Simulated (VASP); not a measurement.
# CuO (C2/c) in VASP: single point with RPBE+D4

Aim: the single point of CuO with RPBE+D4.

Program: VASP 6.6.1. These are calculated values, not measurements. Logs are shortened: lines on timing, memory, paths and dates and some standing lists are left out, and cuts for length are marked.

## 1. The cell of the first run

Symmetry: C2/c, No. 15, monoclinic system. The conventional cell has a = 4.191 Å, b = 4.011 Å, c = 5.179 Å, α = 90.00°, β = 90.83°, γ = 90.00°. Cu (site symmetry -1) has 4 O at 1.94 to 1.95 Å within 2.6 Å. O (site symmetry 2) has 4 Cu at 1.94 to 1.95 Å and 2 O at 2.59 Å within 2.6 Å.

## 2. Single point, RPBE+D4

Input file INCAR:

```
ALGO = Normal ; EDIFF = 1E-6
ENCUT = 520 ; GGA = RP
ISIF = 2 ; ISMEAR = -1
IVDW = 13 ; LASPH = T
LCHARG = T ; LELF = T
LREAL = F ; LVHAR = T
LWAVE = F ; NBANDS = 25
NELM = 60 ; PREC = Accurate
SIGMA = 0.05
```

Input file KPOINTS:

```
k-points
0
Gamma
  10 10 5
```

Input file POSCAR:

```
CuO
1.0
    2.0904151402     -2.0054665856      0.1477585165
    2.0904151402      2.0054665856      0.1477585165
   -0.4396382878      0.0000000000      5.1601679520
Cu O
2 2
Direct
    0.5000000000      0.0000000000      0.5000000000
    0.0000000000      0.5000000000      0.0000000000
    0.4955096903      0.5044903097      0.7500000000
    0.5044903097      0.4955096903      0.2500000000
```

Potentials or basis: VASP PAW PBE potentials, release 64 (Cu, O).

The run is started by

```bash
> cat potpaw_PBE.64/Cu/POTCAR potpaw_PBE.64/O/POTCAR > POTCAR
> mpirun -np 1 vasp_std > vasp.out
```

OUTCAR:

```text
EDIFF = 1E-6
   ENCUT = 520
   GGA = RP
   ISIF = 2
   ISMEAR = -1
   IVDW = 13
   LASPH = T
   LREAL = F
   NELM = 60
   PREC = Accurate

 ion  position               nearest neighbor table
   1  0.500  0.000  0.500-   3 1.94   4 1.94   4 1.95   3 1.95
   2  0.000  0.500  0.000-   4 1.94   3 1.94   4 1.95   3 1.95
   3  0.496  0.504  0.750-   2 1.94   1 1.94   2 1.95   1 1.95
   4  0.504  0.496  0.250-   1 1.94   2 1.94   2 1.95   1 1.95

  LATTYP: Found a base centered monoclinic cell.
 ALAT       =     4.1912614032
 B/A-ratio  =     0.9569751884
 C/A-ratio  =     1.2356333428
 COS(beta)  =    -0.0144262433

  Lattice vectors:

 A1 = (   2.0904151402,  -2.0054665856,   0.1477585165)
 A2 = (   2.0904151402,   2.0054665856,   0.1477585165)
 A3 = (  -0.4396382878,   0.0000000000,   5.1601679520)

Analysis of symmetry for initial positions (statically):
=====================================================================
 Subroutine PRICEL returns:
 Original cell was already a primitive cell.

 Routine SETGRP: Setting up the symmetry group for a
 base centered monoclinic supercell.

 Subroutine GETGRP returns: Found  4 space group operations
 (whereof  2 operations were pure point group operations)
 out of a pool of  4 trial point group operations.

The static configuration has the point symmetry S_2 .
 The point group associated with its full space group is C_2h.

Analysis of symmetry for dynamics (positions and initial velocities):
=====================================================================
 Subroutine PRICEL returns:
 Original cell was already a primitive cell.

 Routine SETGRP: Setting up the symmetry group for a
 base centered monoclinic supercell.

 Subroutine GETGRP returns: Found  4 space group operations
 (whereof  2 operations were pure point group operations)
 out of a pool of  4 trial point group operations.

The dynamic configuration has the point symmetry S_2 .
 The point group associated with its full space group is C_2h.

 Subroutine INISYM returns: Found  4 space group operations
 (whereof  2 operations are pure point group operations),
 and found     1 'primitive' translations

----------------------------------------------------------------------------------------

                                     Primitive cell

  volume of cell :      43.5261

  direct lattice vectors                    reciprocal lattice vectors
[... 91 lines left out ...]
   EDIFF  = 0.1E-05   stopping-criterion for ELM
   LREAL  =      F    real-space projection
   EDIFFG = 0.1E-04   stopping-criterion for IOM
   NSW    =      0    number of steps for IOM
   IBRION =     -1    ionic relax: 0-MD 1-quasi-New 2-CG
   NFREE  =      0    steps in history (QN), initial steepest desc. (CG)
   ISIF   =      2    stress and relaxation
   ISYM   =      2    0-nonsym 1-usesym 2-fastsym
   POTIM  = 0.5000    time-step for ionic-motion
   TEBEG  =    0.0;   TEEND  =   0.0 temperature during run
   PSTRESS=    0.0 pullay stress
   NELECT =      34.0000    total number of electrons
   NUPDOWN=      -1.0000    fix difference up-down
   EMIN   =  10.00;   EMAX   =-10.00  energy-range for DOS
   EFERMI =   0.00;   METHOD = LEGACY
   ISMEAR =    -1;   SIGMA  =   0.05  broadening in eV -4-tet -1-fermi 0-gaus
   EFERMI_NEDOS =   21; number of points for ismear=-14 and -15
   IALGO  =     38    algorithm
   IMIX   =      4    mixing-type and parameters
     AMIX     =   0.40;   BMIX     =  1.00
     AMIX_MAG =   1.60;   BMIX_MAG =  1.00
  volume/ion in A,a.u.               =      10.88        73.43
  Fermi-wavevector in a.u.,A,eV,Ry     =   1.507711  2.849160 30.928649  2.273192
  Thomas-Fermi vector in A             =   2.618261
   LORBIT       =      0    0 simple, 1 ext, 2 COOP (PROOUT), +10 PAW based schemes
   GGA     = RP    functional components
   LHFCALC =     F    Hartree Fock is set to
   AEXX    =    0.0000 exact exchange contribution
   IVDW    =    13    specifies the selected vdW correction
   LEPSILON=     F    determine dielectric tensor
   LRPA    =     F    only Hartree local field effects (RPA)
 non-spin polarized calculation
  energy-cutoff  :      520.00
  volume of cell :       43.53
 maximum number of plane-waves:      1192
 NGX is ok and might be reduce to    24
   NGX = 11   NGY = 11   NGZ = 19

 number of electron      33.9999984 magnetization

 Free energy of the ion-electron system (eV)
  ---------------------------------------------------
  ext. energy  EPLUGINS =         0.00000000
  ---------------------------------------------------
  free energy    TOTEN  =       -17.95929055 eV

  energy without entropy =      -17.93807639  energy(sigma->0) =      -17.94868347

 E-fermi :   5.2653     XC(G=0): -11.1999

 val. band max:        5.2606230484   @ k =  -0.1000   0.1000   0.4000
 cond. band min:       5.2847154024   @ k =  -0.3000   0.5000   0.4000
 fundamental gap:      0.0240923540
 Fermi energy:         5.2653466162

 k-point     1 :       0.0000    0.0000    0.0000
  band No.  band energies     occupation
      1     -14.7135      2.00000
      2     -13.4444      2.00000
      3      -2.9321      2.00000
      4      -0.2228      2.00000
      5      -0.1365      2.00000
      6       1.4957      2.00000
[... 661 lines left out ...]
     24      17.7365      0.00000
     25      18.9342      0.00000

 [... further k-points ...]

------------------------ aborting loop because EDIFF is reached ----------------------------------------

  DFT-D4 for vdW energy calculation

  Edisp (eV):   -2.55804

  FORCE on cell =-STRESS in cart. coord.  units (eV):
  Direction    XX          YY          ZZ          XY          YZ          ZX
  --------------------------------------------------------------------------------------
  -------------------------------------------------------------------------------------
  Total       0.16813     0.16101     0.29880     0.00000     0.00000    -0.00566
  in kB       6.18893     5.92687    10.99869     0.00000     0.00000    -0.20830
  external pressure =        7.70 kB  Pullay stress =        0.00 kB

 VOLUME and BASIS-vectors are now :
 -----------------------------------------------------------------------------
  energy-cutoff  :      520.00
  volume of cell :       43.53
      direct lattice vectors                 reciprocal lattice vectors
     2.090415140 -2.005466586  0.147758516     0.237755142 -0.249318539  0.020256369
     2.090415140  2.005466586  0.147758516     0.237755142  0.249318539  0.020256369
    -0.439638288  0.000000000  5.160167952    -0.013615970  0.000000000  0.192632082

 POSITION                                       TOTAL-FORCE (eV/Angst)
 -----------------------------------------------------------------------------------
      0.82539     -1.00273      2.65396        -0.000000      0.000000     -0.000000
      1.04521      1.00273      0.07388        -0.000000      0.000000     -0.000000
      1.76069      0.01801      4.01788         0.000000      0.003467      0.000000
      1.98051     -0.01801      1.43780         0.000000     -0.003467     -0.000000
 -----------------------------------------------------------------------------------
    total drift:                                0.000000      0.000000     -0.000000

  FREE ENERGIE OF THE ION-ELECTRON SYSTEM (eV)
  ---------------------------------------------------
  free  energy   TOTEN  =       -20.5173299952 eV

  energy  without entropy=      -20.4961158315  energy(sigma->0) =      -20.50672291
```

OSZICAR:

```text
N       E                     dE             d eps       ncg     rms          rms(c)
DAV:   1     0.304355385268E+03    0.30436E+03   -0.16374E+04  7411   0.212E+03
DAV:   2     0.139919237717E+02   -0.29036E+03   -0.26666E+03  7224   0.395E+02
DAV:   3    -0.228611426948E+02   -0.36853E+02   -0.34984E+02  8674   0.157E+02
DAV:   4    -0.241212797574E+02   -0.12601E+01   -0.12539E+01  8710   0.309E+01
DAV:   5    -0.241488347404E+02   -0.27555E-01   -0.27540E-01  9150   0.405E+00    0.175E+01
DAV:   6    -0.214295457911E+02    0.27193E+01   -0.35871E+01  9985   0.149E+02    0.133E+01
DAV:   7    -0.178854393480E+02    0.35441E+01   -0.10031E+01  8684   0.114E+02    0.262E+00
DAV:   8    -0.179857894332E+02   -0.10035E+00   -0.14702E+00  7500   0.821E+00    0.163E+00
DAV:   9    -0.179635681259E+02    0.22221E-01   -0.63510E-02 10926   0.654E+00    0.536E-01
DAV:  10    -0.179592723618E+02    0.42958E-02   -0.14791E-02 10648   0.203E+00    0.331E-01
DAV:  11    -0.179592347004E+02    0.37661E-04   -0.69675E-03 10876   0.777E-01    0.678E-02
DAV:  12    -0.179592336491E+02    0.10513E-05   -0.30963E-04  9553   0.202E-01    0.420E-02
DAV:  13    -0.179592916974E+02   -0.58048E-04   -0.20877E-04 10104   0.140E-01    0.133E-02
DAV:  14    -0.179592905680E+02    0.11294E-05   -0.10024E-05 11042   0.759E-02    0.838E-03
DAV:  15    -0.179592905520E+02    0.15994E-07   -0.35587E-06  8250   0.186E-02
   1 F= -.20517330E+02 E0= -.20506723E+02  d E =-.212142E-01
```

Wall time 86 s (1 thread of Intel Xeon 6975P-C (Granite Rapids), shared host); peak memory 0.25 GiB.

What came out:

```
Free energy                : -20.5173 eV
Pressure                   : 0.8 GPa
Largest force              : 0.003 eV/Å
Band gap on the k mesh     : zero (bands 17 and 18 overlap by 0.90 eV)
Dispersion energy per atom : -0.640 eV
```

Forces in eV/Å, atoms in the order of the input:
```
Cu   0.000  0.000  0.000
Cu   0.000  0.000  0.000
O    0.000  0.003  0.000
O    0.000 -0.003  0.000
```

Levels at points of the mesh, in eV from the Fermi level:
| k point | band 14 | band 15 | band 16 | band 17 | band 18 | band 19 | band 20 | band 21 |
| --- | --- | --- | --- | --- | --- | --- | --- | --- |
| (0.00, 0.00, 0.00) | -2.40 | -2.32 | -1.98 | 0.62 | 0.73 | 1.52 | 6.26 | 7.40 |
| (0.50, 0.00, 0.00) | -1.92 | -1.59 | -1.51 | 0.23 | 0.46 | 3.70 | 6.06 | 6.65 |
| (0.50, 0.50, 0.00) | -2.34 | -1.60 | -1.20 | -1.17 | 1.18 | 2.28 | 7.25 | 9.64 |

Caveat: the PAW data sets were made with another functional, which shifts forces and pressure a little; semilocal functionals often make such compounds metallic where correlation or magnetic order opens a gap, which also shifts bond lengths. With open d or f shells a metallic result of RPBE can be an artefact of self-interaction; +U or a hybrid may open a gap.

The gap in the log of VASP goes by the Fermi energy; the results here count the filled bands.